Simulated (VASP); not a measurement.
CdSe, 2 atoms in the cell. Symmetry: I-4m2, No. 119, tetragonal system. Conventional cell: a = 4.315 Å, b = 4.315 Å, c = 6.176 Å, α = 90.00°, β = 90.00°, γ = 90.00°. Cd (site symmetry -4m2) has 4 Se at 2.65 Å within 3.5 Å. Within 3.5 Å of Se (site symmetry -4m2) lie 4 Cd at 2.65 Å.  This cell differs from its parent crystal: in-plane strain -0.005, then relaxed in part.

```yaml
Program: VASP 6.6.1
Task: single point
Functional: r2SCAN
Potentials_or_basis: VASP PAW PBE potentials, release 64 (Cd, Se)
Cutoff: 520 eV
k_mesh: 6 × 6 × 6
Occupations: gaussian, width 0.01 eV
Spin: no spin polarisation
Dipole_correction: no
Further_INCAR_settings: ALGO = Normal; EDIFF = 1e-07; NBANDS = 16
```

Potentials or basis: VASP PAW PBE potentials, release 64 (Cd, Se).

The run is started by

```console
$ cat potpaw_PBE.64/Cd/POTCAR potpaw_PBE.64/Se/POTCAR > POTCAR
$ cp INCAR.step1 INCAR
$ mpirun -np 1 vasp_std > vasp.out
$ cp INCAR.step2 INCAR
$ mpirun -np 1 vasp_std > vasp.out
```

Hardware: 1 thread of Intel(R) Xeon(R) 6975P-C (Granite Rapids) (shared host).

Question: How long does it take, and how much memory?

Answer: Run time: 42 s on 1 thread of Intel(R) Xeon(R) 6975P-C (Granite Rapids) (shared host), peak memory 0.19 GiB. Counts: k points 30.
